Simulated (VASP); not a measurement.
Wanted: the native input for a VASP 6.6.1 run.

- Task: single point
- Functional: LDA
- Potentials or basis: VASP PAW LDA potentials, release 64 (Cd)
- Cutoff: 520 eV
- k mesh: 18 × 18 × 18
- Occupations: gaussian, width 0.15 eV
- Spin: no spin polarisation
- Dipole correction: no
- Further INCAR settings: ALGO = Normal; EDIFF = 1e-06; NBANDS = 12

The structure of Cd lies in POSCAR:

```
Cd
1.0
   -1.7307923400      1.7307923400      1.8378516600
    1.7307923400     -1.7307923400      1.8378516600
    1.7307923400      1.7307923400     -1.8378516600
Cd
1
Direct
    0.0000000000      0.0000000000      0.0000000000
```

This cell differs from its parent crystal: strain -0.030 along x and y, +0.030 along z.

These files were run (other wordings do the same):

INCAR

```
SYSTEM = Cd
PREC = Accurate ; ENCUT = 520
EDIFF = 1E-6 ; ISMEAR = 0
SIGMA = 0.15 ; LREAL = .FALSE.
LASPH = .TRUE. ; NELM = 60
ALGO = Normal ; ISIF = 2
LWAVE = .FALSE. ; LCHARG = .FALSE.
NBANDS = 12
```

KPOINTS

```
Automatic mesh
0
G
  18 18 18
  0 0 0
```

Potentials or basis: VASP PAW LDA potentials, release 64 (Cd).

The run is started by

```console
$ cat potpaw_LDA.64/Cd/POTCAR > POTCAR
$ mpirun -np 1 vasp_std > vasp.out
```

Results of the run:

The pressure is -3.7 GPa. The band gap on the k mesh is zero (bands 6 and 7 overlap by 3.70 eV).

Caveat: the cell differs from its parent crystal (strain -0.030 along x and y, +0.030 along z); the cell stands under tension.

It took 79 s on 1 thread of Intel Xeon 8259CL (shared host), peak memory 0.23 GiB.
